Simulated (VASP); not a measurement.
**SiO2: single point with LDA**

SiO2:

```
Si O
1.0
     4.17730    0.00000    0.00000
     0.00000    4.17730    0.00000
     0.00000    0.00000    2.66520
Si O
2 4
Direct
  0.00000 0.00000 0.00000
  0.50000 0.50000 0.50000
  0.30590 0.30590 0.00000
  0.19410 0.80590 0.50000
  0.69410 0.69410 0.00000
  0.80590 0.19410 0.50000
```

```
Program                : VASP 6.6.1
Task                   : single point
Functional             : LDA
Potentials or basis    : VASP PAW LDA potentials, release 64 (Si, O)
Cutoff                 : 520 eV
k mesh                 : 6 × 6 × 8
Occupations            : gaussian, width 0.01 eV
Spin                   : no spin polarisation
Dipole correction      : no
Further INCAR settings : ALGO = Normal; EDIFF = 1e-06; NBANDS = 25
```

| Item | Value |
| --- | --- |
| Pressure | -2.6 GPa |
| Largest force | 0.004 eV/Å |
| Band gap on the k mesh | 5.62 eV |

Forces in eV/Å, atoms in the order of the input:
```
Si   0.000  0.000  0.000
Si   0.000  0.000  0.000
O    0.003  0.003  0.000
O   -0.003  0.003  0.000
O   -0.003 -0.003  0.000
O    0.003 -0.003  0.000
```

Stress tensor (GPa, compression positive):
```
-3.20  0.00  0.00
 0.00 -3.20  0.00
 0.00  0.00 -1.42
```

Levels at points of the mesh, in eV from the valence-band top:
| k point | band 12 | band 13 | band 14 | band 15 | band 16 | band 17 | band 18 | band 19 | band 20 | band 21 |
| --- | --- | --- | --- | --- | --- | --- | --- | --- | --- | --- |
| (0.00, 0.00, 0.00) | -3.18 | -2.55 | -0.90 | -0.90 | 0.00 | 5.62 | 6.44 | 8.33 | 8.33 | 10.71 |
| (0.50, 0.00, 0.00) | -3.96 | -2.73 | -2.73 | -1.09 | -1.09 | 7.63 | 7.63 | 8.88 | 8.88 | 10.80 |
| (0.50, 0.50, 0.00) | -3.32 | -2.72 | -2.72 | -2.33 | -2.33 | 7.28 | 7.28 | 9.87 | 9.87 | 12.94 |
| (0.00, 0.00, 0.50) | -4.71 | -3.17 | -3.17 | -2.73 | -2.73 | 8.90 | 8.90 | 12.39 | 12.39 | 12.53 |
| (0.50, 0.00, 0.50) | -4.08 | -2.33 | -2.33 | -1.80 | -1.80 | 8.59 | 8.59 | 9.70 | 9.70 | 11.94 |
| (0.50, 0.50, 0.50) | -4.57 | -1.80 | -1.80 | -1.58 | -1.58 | 7.04 | 7.04 | 10.75 | 10.75 | 11.41 |

Run time: 51 s on 1 thread of Intel Xeon 8259CL (shared host), peak memory 0.16 GiB.

A k mesh can miss the band edges.
